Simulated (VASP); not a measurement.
**CoMo: single point with LDA**

CoMo:

```
Co Mo
1.0
     2.41541    0.00000    0.00000
    -1.20771    2.09181    0.00000
     0.00000    0.00000    3.74970
Co Mo
1 1
Direct
  0.66667 0.33333 0.50000
  0.33333 0.66667 0.00000
```

```yaml
Program: VASP 6.6.1
Task: single point
Functional: LDA
Potentials_or_basis: VASP PAW LDA potentials, release 64 (Co_sv, Mo_sv)
Cutoff: 690 eV
k_mesh: 14 × 14 × 8
Occupations: fermi-dirac, width 0.05 eV
Spin: no spin polarisation
```

The pressure is 138.4 GPa. The band gap on the k mesh is zero (an odd number of electrons rules out a gap without spin polarisation).

Stress tensor (GPa, compression positive):
```
136.36   0.00   0.00
  0.00 136.36   0.00
  0.00   0.00 142.49
```

Levels at points of the mesh, in eV from the Fermi level:
| k point | band 13 | band 14 | band 15 | band 16 | band 17 | band 18 |
| --- | --- | --- | --- | --- | --- | --- |
| (0.00, 0.00, 0.00) | -2.10 | -1.63 | -1.63 | -1.14 | -1.14 | 2.75 |
| (0.50, 0.00, 0.00) | -1.96 | -1.73 | -1.25 | 0.18 | 4.00 | 4.79 |
| (0.00, 0.00, 0.50) | -2.59 | -2.59 | -2.47 | -2.35 | 0.46 | 0.46 |
| (0.50, 0.00, 0.50) | -1.67 | -0.35 | 0.09 | 1.39 | 2.97 | 3.20 |

It took 80 s on 1 thread of Intel(R) Xeon(R) Platinum 8259CL CPU @ 2.50GHz (Skylake/Cascade Lake) (shared host), peak memory 0.19 GiB.

Caveat: the stress differs along the axes, from 136 to 142 GPa; the run has no spin polarisation, though such a crystal can be magnetic. Spin polarisation is off, so any magnetic state and its effect on volume and gap are missing.
